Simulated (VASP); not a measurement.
A run of VASP 6.6.1:

File INCAR:

```
PREC = Accurate
ENCUT = 520
EDIFF = 1E-6
ISMEAR = 0
SIGMA = 0.05
LREAL = False
LASPH = True
NELM = 100
ALGO = Normal
ISIF = 2
LWAVE = False
LCHARG = False
GGA = PE
NBANDS = 11
```

Contents of KPOINTS:

```
Automatic mesh
0
Gamma
  12 12 12
```

File POSCAR:

```
SiC
1.0
    0.0000000000      2.3044400000      2.1740000000
    2.1740000000      0.0000000000      2.1740000000
    2.1740000000      2.3044400000      0.0000000000
Si C
1 1
Direct
    0.0000000000      0.0000000000      0.0000000000
    0.7500000000      0.7500000000      0.7500000000
```

Potentials or basis: VASP PAW PBE potentials, release 64 (Si, C).

The run is started by

```console
$ cat potpaw_PBE.64/Si/POTCAR potpaw_PBE.64/C/POTCAR > POTCAR
$ mpirun -np 1 vasp_std > vasp.out
```

Hardware: 1 thread of Intel(R) Xeon(R) Platinum 8375C CPU @ 2.90GHz (Ice Lake), with other jobs on the host.

Question: Estimate the wall time of this run.

Answer: Wall time 26 s on 1 thread of Intel(R) Xeon(R) Platinum 8375C CPU @ 2.90GHz (Ice Lake), on a shared host, peak memory 0.16 GiB. Counts: scf iterations 12, k points 163.
